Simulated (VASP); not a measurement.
A run of VASP 6.6.1 is set up as follows.

INCAR

```
PREC     = Accurate       # precision mode
ENCUT    = 600            # plane-wave cutoff, eV
EDIFF    = 1E-6           # SCF threshold, eV
ISMEAR   = 0              # smearing method
SIGMA    = 0.1            # smearing width, eV
LREAL    = False          # projectors in reciprocal space
LASPH    = True           # aspherical terms in the spheres
NELM     = 100            # most SCF steps
ALGO     = Normal         # electronic algorithm
ISIF     = 4              # what is computed and relaxed
LWAVE    = False          # write WAVECAR
LCHARG   = False          # write CHGCAR
GGA      = PE             # functional
IVDW     = 12             # dispersion correction
IBRION   = 2              # ionic algorithm
NSW      = 50             # ionic steps
EDIFFG   = -0.01          # ionic threshold
```

File KPOINTS:

```
Automatic mesh
0
Gamma
  18 18 6
```

POSCAR

```
C
1.0
    2.4893869934      0.0000000000      0.0000000000
   -1.2446934967      2.1558723761      0.0000000000
    0.0000000000      0.0000000000      6.8051543361
C
4
Direct
    0.0000000000      0.0000000000      0.0025000175
    0.0000000000      0.0000000000      0.5025000175
    0.3333333333      0.6666666667      0.0024999825
    0.6666666667      0.3333333333      0.5024999825
```

Potentials or basis: VASP PAW PBE potentials, release 64 (C).

Run with:

```sh
$ cat potpaw_PBE.64/C/POTCAR > POTCAR
$ mpirun -np 1 vasp_std > vasp.out
```

Problem. Predict the dispersion energy per atom.

Solution. -0.150 eV.

Problem. Predict the band gap on the k mesh.

Solution. Zero (bands 8 and 9 overlap by 0.02 eV).

Final structure:
```yaml
crystal:
  lattice:
    - [2.46750, 0.00000, 0.00000]
    - [-1.23375, 2.13692, 0.00000]
    - [0.00000, 0.00000, 6.92639]
  atoms:
    - { symbol: C, position: [0.00000, 0.00000, 0.00250] }
    - { symbol: C, position: [0.00000, 0.00000, 0.50250] }
    - { symbol: C, position: [0.33333, 0.66667, 0.00250] }
    - { symbol: C, position: [0.66667, 0.33333, 0.50250] }
```
